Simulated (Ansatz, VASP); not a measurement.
# Cu in VASP and in Ansatz

```
Cu
1.0
    -1.42740    1.42740    1.34108
     1.42740   -1.42740    1.34108
     2.85479    2.85479    0.00000
Cu
2
Direct
  0.09000 0.88293 0.00000
  0.41000 0.61707 0.50000
```

Change from the starting cell: mode 1 frozen in at -0.418 Å and mode 5 at -0.036 Å (largest displacements).

Alike in both runs: task single point; functional LDA; k mesh 20 × 20 × 12; occupations gaussian, width 0.15 eV; no spin polarisation.

|  | VASP | Ansatz |
| --- | --- | --- |
| version | VASP 6.6.1 | Ansatz 0.2.0 |
| potentials or method | VASP PAW LDA potentials, release 64 (Cu), cutoff 520 eV | scalar-relativistic, plane waves, PAW |
| valence electrons in the cell | 22 | 38 |

VASP gave:

```
gap on the k mesh at the Fermi level (eV)                     : none
pressure (GPa)                                                : 4.0
traceless stress, the component that is largest in VASP (GPa) : -10.62
rms of the force components (eV/Å)                            : 0.358
```

Q: What did Ansatz give for the same quantities?

A: gap on the k mesh at the Fermi level (eV): none; pressure (GPa): 2.9; traceless stress, the component that is largest in VASP (GPa): -10.56; rms of the force components (eV/Å): 0.355.

Ansatz warns that its potentials were made for another functional, while VASP's fit it. LDA's correlation is that of Perdew and Zunger in VASP and of Perdew and Wang (1992) in Ansatz. Atom by atom the forces differ by 0.003 eV/Å (rms over components). A gap of «none» marks a metal or a gap that the smearing closes. VASP's potentials hold 22 valence electrons a cell and Ansatz's 38, so a difference there can come from the potentials and not from the codes.
